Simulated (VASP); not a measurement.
# CdS (I4/mmm) in VASP: single point with r2SCAN+rVV10

Aim: the single point of CdS with r2SCAN+rVV10.

Program: VASP 6.6.1. These are calculated values, not measurements. Logs are shortened: lines on timing, memory, paths and dates and some standing lists are left out, and cuts for length are marked.

## Step 1: The cell of the first run

The structure is tetragonal, space group I4/mmm (No. 139). Conventional cell: a = 3.738 Å, b = 3.738 Å, c = 13.429 Å, α = 90.00°, β = 90.00°, γ = 90.00°. Cd (site symmetry 4mm) has 5 S at 2.66 to 2.67 Å and 8 Cd at 3.55 to 3.74 Å within 3.8 Å. S (site symmetry 4mm) has 5 Cd at 2.66 to 2.67 Å within 3.5 Å.

## Step 2: Single point, r2SCAN+rVV10

POSCAR reads:

```
CdS
1.0
   -1.8691104361      1.8691104361      6.7144638983
    1.8691104361     -1.8691104361      6.7144638983
    1.8691104361      1.8691104361     -6.7144638983
Cd S
2 2
Direct
    0.8380036902      0.8380036902      0.0000000000
    0.1619963098      0.1619963098      0.0000000000
    0.6391352442      0.6391352442      0.0000000000
    0.3608647558      0.3608647558      0.0000000000
```

INCAR.step1 reads:

```
ALGO = Normal
EDIFF = 1E-5
ENCUT = 700
GGA = PE
GGA_COMPAT = F
ISMEAR = -1
LASPH = T
LCHARG = F
LREAL = F
LWAVE = T
NBANDS = 34
NELM = 120
PREC = Accurate
SIGMA = 0.03
```

INCAR.step2 reads:

```
ALGO = Normal
BPARAM = 11.95
CPARAM = 0.0093
EDIFF = 1E-6
ENCUT = 700
GGA_COMPAT = F
ISIF = 2
ISMEAR = -1
ISTART = 1
IVDW_NL = 2
LASPH = T
LCHARG = F
LMIXTAU = T
LREAL = F
LUSE_VDW = T
LWAVE = F
METAGGA = R2SCAN
NBANDS = 34
NELM = 120
PREC = Accurate
SIGMA = 0.03
```

KPOINTS reads:

```
k-points
0
Gamma
  8 8 8
```

Potentials or basis: VASP PAW PBE potentials, release 64 (Cd_sv_GW, S).

Command:

```sh
cat potpaw_PBE.64/Cd_sv_GW/POTCAR potpaw_PBE.64/S/POTCAR > POTCAR
cp INCAR.step1 INCAR
mpirun -np 1 vasp_std > vasp.out
cp INCAR.step2 INCAR
mpirun -np 1 vasp_std > vasp.out
```

OUTCAR:

```text
BPARAM = 11.95
   EDIFF = 1E-6
   ENCUT = 700
   ISIF = 2
   ISMEAR = -1
   ISTART = 1
   IVDW_NL = 2
   LASPH = T
   LREAL = F
   METAGGA = R2SCAN
   NELM = 120
   PREC = Accurate

 ion  position               nearest neighbor table
   1  0.838  0.838  0.000-   4 2.66   4 2.66   4 2.66   4 2.66   3 2.67
   2  0.162  0.162  0.000-   3 2.66   3 2.66   3 2.66   3 2.66   4 2.67
   3  0.639  0.639  0.000-   2 2.66   2 2.66   2 2.66   2 2.66   1 2.67
   4  0.361  0.361  0.000-   1 2.66   1 2.66   1 2.66   1 2.66   2 2.67

  LATTYP: Found a body centered tetragonal cell.
 ALAT       =     3.7382208722
 C/A-ratio  =     3.5923312869

  Lattice vectors:

 A1 = (  -1.8691104361,   1.8691104361,   6.7144638983)
 A2 = (   1.8691104361,  -1.8691104361,   6.7144638983)
 A3 = (   1.8691104361,   1.8691104361,  -6.7144638983)

Analysis of symmetry for initial positions (statically):
=====================================================================
 Subroutine PRICEL returns:
 Original cell was already a primitive cell.

 Routine SETGRP: Setting up the symmetry group for a
 body centered tetragonal supercell.

 Subroutine GETGRP returns: Found 16 space group operations
 (whereof 16 operations were pure point group operations)
 out of a pool of 16 trial point group operations.

The static configuration has the point symmetry D_4h.

Analysis of symmetry for dynamics (positions and initial velocities):
=====================================================================
 Subroutine PRICEL returns:
 Original cell was already a primitive cell.

 Routine SETGRP: Setting up the symmetry group for a
 body centered tetragonal supercell.

 Subroutine GETGRP returns: Found 16 space group operations
 (whereof 16 operations were pure point group operations)
 out of a pool of 16 trial point group operations.

The dynamic configuration has the point symmetry D_4h.

 Subroutine INISYM returns: Found 16 space group operations
 (whereof 16 operations are pure point group operations),
 and found     1 'primitive' translations

----------------------------------------------------------------------------------------

                                     Primitive cell

  volume of cell :      93.8299

  direct lattice vectors                    reciprocal lattice vectors
    -1.869110436  1.869110436  6.714463898     0.000000000  0.267506933  0.074466109
     1.869110436 -1.869110436  6.714463898     0.267506933  0.000000000  0.074466109
     1.869110436  1.869110436 -6.714463898     0.267506933  0.267506933  0.000000000

  length of vectors
     7.216035829  7.216035829  7.216035829     0.277678160  0.277678160  0.378311933

  position of ions in fractional coordinates (direct lattice)
     0.838003690  0.838003690  0.000000000
     0.161996310  0.161996310  0.000000000
     0.639135244  0.639135244  0.000000000
     0.360864756  0.360864756  0.000000000

  ion indices of the primitive-cell ions
   primitive index   ion index
                 1           1
                 2           2
                 3           3
                 4           4

----------------------------------------------------------------------------------------

 KPOINTS: k-points

Automatic generation of k-mesh.
 Grid dimensions read from file:
 generate k-points for:    8    8    8

 Generating k-lattice:

  Cartesian coordinates                     Fractional coordinates (reciprocal lattice)
     0.000000000  0.033438367  0.009308264     0.125000000  0.000000000  0.000000000
     0.033438367  0.000000000  0.009308264     0.000000000  0.125000000  0.000000000
     0.033438367  0.033438367  0.000000000     0.000000000  0.000000000  0.125000000

  Length of vectors
     0.034709770  0.034709770  0.047288992

  Shift w.r.t. Gamma in fractional coordinates (k-lattice)
     0.000000000  0.000000000  0.000000000

 Subroutine IBZKPT returns following result:
 ===========================================

 Found     59 irreducible k-points:

 Following reciprocal coordinates:
            Coordinates               Weight
  0.000000  0.000000  0.000000      1.000000
  0.125000  0.000000  0.000000      8.000000
  0.250000  0.000000  0.000000      8.000000
  0.375000  0.000000  0.000000      8.000000
  0.500000  0.000000  0.000000      4.000000
  0.125000  0.125000  0.000000      8.000000
[... 16 lines left out ...]
  0.250000  0.125000  0.125000     16.000000
  0.375000  0.125000  0.125000      8.000000
 [... further k-points ...]
   k-points           NKPTS =     59   k-points in BZ     NKDIM =     59   number of bands    NBANDS=     34
   number of dos      NEDOS =    301   number of ions     NIONS =      4
   total plane-waves  NPLWV = 262144
   dimension x,y,z NGX =    64 NGY =   64 NGZ =   64
   dimension x,y,z NGXF=   128 NGYF=  128 NGZF=  128
   ions per type =               2   2
   NGX,Y,Z   is equivalent  to a cutoff of  14.74, 14.74, 14.74 a.u.
   NGXF,Y,Z  is equivalent  to a cutoff of  29.49, 29.49, 29.49 a.u.
 SYSTEM =  unknown system
   PREC   = accura    normal or accurate (medium, high low for compatibility)
   ISTART =      1    job   : 0-new  1-cont  2-samecut
   ICHARG =      0    charge: 1-file 2-atom 10-const
   ISPIN  =      1    spin polarized calculation?
   LNONCOLLINEAR =      F non collinear calculations
   LSORBIT =      F    spin-orbit coupling
   LASPH  =      T    aspherical Exc in radial PAW
   ENCUT  =  700.0 eV  51.45 Ry    7.17 a.u.  15.57 15.57 15.57*2*pi/ulx,y,z
   NELM   =    120;   NELMIN=  2; NELMDL=  0     # of ELM steps
   EDIFF  = 0.1E-05   stopping-criterion for ELM
   LREAL  =      F    real-space projection
   EDIFFG = 0.1E-04   stopping-criterion for IOM
   NSW    =      0    number of steps for IOM
   IBRION =     -1    ionic relax: 0-MD 1-quasi-New 2-CG
   NFREE  =      0    steps in history (QN), initial steepest desc. (CG)
   ISIF   =      2    stress and relaxation
   ISYM   =      2    0-nonsym 1-usesym 2-fastsym
   POTIM  = 0.5000    time-step for ionic-motion
   TEBEG  =    0.0;   TEEND  =   0.0 temperature during run
   PSTRESS=    0.0 pullay stress
   NELECT =      52.0000    total number of electrons
   NUPDOWN=      -1.0000    fix difference up-down
   EMIN   =  10.00;   EMAX   =-10.00  energy-range for DOS
   EFERMI =   0.00;   METHOD = LEGACY
   ISMEAR =    -1;   SIGMA  =   0.03  broadening in eV -4-tet -1-fermi 0-gaus
   EFERMI_NEDOS =   21; number of points for ismear=-14 and -15
   IALGO  =     38    algorithm
   IMIX   =      4    mixing-type and parameters
     AMIX     =   0.40;   BMIX     =  1.00
     AMIX_MAG =   1.60;   BMIX_MAG =  1.00
  volume/ion in A,a.u.               =      23.46       158.30
  Fermi-wavevector in a.u.,A,eV,Ry     =   1.344711  2.541135 24.602692  1.808247
  Thomas-Fermi vector in A             =   2.472682
   LORBIT       =      0    0 simple, 1 ext, 2 COOP (PROOUT), +10 PAW based schemes
   METAGGA = R2SCAN    functional components
   LHFCALC =     F    Hartree Fock is set to
   AEXX    =    0.0000 exact exchange contribution
   IVDW_NL    =     2    kernel type
   BPARAM     =11.9500
   IVDW    =     0    specifies the selected vdW correction
   LEPSILON=     F    determine dielectric tensor
   LRPA    =     F    only Hartree local field effects (RPA)
 non-spin polarized calculation
  energy-cutoff  :      700.00
  volume of cell :       93.83
 maximum number of plane-waves:      3988
 NGX is ok and might be reduce to    64
   NGX = 31   NGY = 31   NGZ = 31

 number of electron      52.0000003 magnetization

 Free energy of the ion-electron system (eV)
  ---------------------------------------------------
  ext. energy  EPLUGINS =         0.00000000
  ---------------------------------------------------
  free energy    TOTEN  =       -57.09352093 eV

  energy without entropy =      -57.09352057  energy(sigma->0) =      -57.09352075

 E-fermi :   3.8997     XC(G=0): -10.2189

 val. band max:        3.5462490157   @ k =  -0.2500   0.2500   0.2500
 cond. band min:       4.1916082216   @ k =   0.5000   0.5000   0.0000
 fundamental gap:      0.6453592059
 Fermi energy:         3.8997084398

 k-point     1 :       0.0000    0.0000    0.0000
  band No.  band energies     occupation
      1    -101.2498      2.00000
      2    -101.2496      2.00000
      3     -61.4395      2.00000
      4     -61.4369      2.00000
      5     -61.3994      2.00000
      6     -61.3994      2.00000
[... 26 lines left out ...]
     33      12.9642      0.00000
     34      13.5026      0.00000

 k-point     2 :       0.1250    0.0000    0.0000
  band No.  band energies     occupation
      1    -101.2498      2.00000
      2    -101.2496      2.00000
      3     -61.4394      2.00000
      4     -61.4370      2.00000
      5     -61.3996      2.00000
      6     -61.3993      2.00000
[... 26 lines left out ...]
     33      12.4696      0.00000
     34      13.1347      0.00000

 k-point     3 :       0.2500    0.0000    0.0000
  band No.  band energies     occupation
      1    -101.2498      2.00000
      2    -101.2496      2.00000
      3     -61.4391      2.00000
      4     -61.4373      2.00000
      5     -61.3999      2.00000
      6     -61.3991      2.00000
[... 26 lines left out ...]
     33      12.1259      0.00000
     34      12.3035      0.00000
[... 704 lines left out ...]
 k-point    23 :       0.2500    0.1250    0.1250
  band No.  band energies     occupation
      1    -101.2497      2.00000
      2    -101.2496      2.00000
      3     -61.4385      2.00000
      4     -61.4378      2.00000
      5     -61.4004      2.00000
      6     -61.4000      2.00000
[... 26 lines left out ...]
     33      11.8277      0.00000
     34      12.5085      0.00000

 k-point    24 :       0.3750    0.1250    0.1250
  band No.  band energies     occupation
      1    -101.2497      2.00000
      2    -101.2497      2.00000
      3     -61.4381      2.00000
      4     -61.4381      2.00000
      5     -61.4004      2.00000
      6     -61.4004      2.00000
[... 26 lines left out ...]
     33      11.9885      0.00000
     34      13.0163      0.00000

 [... further k-points ...]

------------------------ aborting loop because EDIFF is reached ----------------------------------------

  FORCE on cell =-STRESS in cart. coord.  units (eV):
  Direction    XX          YY          ZZ          XY          YZ          ZX
  --------------------------------------------------------------------------------------
  -------------------------------------------------------------------------------------
  Total       -0.0213763     -0.0213763     -0.0424671      0.0000000      0.0000000      0.0000000
  in kB       -0.3650081     -0.3650081     -0.7251394      0.0000000      0.0000000      0.0000000
  external PRESSURE =      -0.4850519 kB  Pullay stress =       0.0000000 kB

 VOLUME and BASIS-vectors are now :
 -----------------------------------------------------------------------------
  energy-cutoff  :      700.00
  volume of cell :       93.83
      direct lattice vectors                 reciprocal lattice vectors
    -1.869110436  1.869110436  6.714463898     0.000000000  0.267506933  0.074466109
     1.869110436 -1.869110436  6.714463898     0.267506933  0.000000000  0.074466109
     1.869110436  1.869110436 -6.714463898     0.267506933  0.267506933  0.000000000

 POSITION                                       TOTAL-FORCE (eV/Angst)
 -----------------------------------------------------------------------------------
      0.00000      0.00000     11.25349        -0.000000     -0.000000     -0.002933
      0.00000      0.00000      2.17544         0.000000      0.000000      0.002933
      0.00000      0.00000      8.58290        -0.000000     -0.000000     -0.002131
      0.00000      0.00000      4.84603         0.000000      0.000000      0.002131
 -----------------------------------------------------------------------------------
    total drift:                               -0.000000     -0.000000      0.000000

  FREE ENERGIE OF THE ION-ELECTRON SYSTEM (eV)
  ---------------------------------------------------
  free  energy   TOTEN  =       -57.0935209332 eV

  energy  without entropy=      -57.0935205699  energy(sigma->0) =      -57.09352075
```

Wall time 32 min (1 thread of Intel Xeon 6975P-C (Granite Rapids), shared host); peak memory 1.7 GiB.

Results:

- Free energy: -57.0935 eV
- Pressure: 0.0 GPa
- Band gap on the k mesh: 0.65 eV (least direct gap 1.76 eV)

Forces on the atoms (eV/Å):
```
Cd   0.000  0.000 -0.003
Cd   0.000  0.000  0.003
S    0.000  0.000 -0.002
S    0.000  0.000  0.002
```

Caveat: semilocal functionals underestimate gaps, and a narrow one can read as zero; the PAW data sets were made with another functional, which shifts forces and pressure a little. A k mesh can miss the band edges.
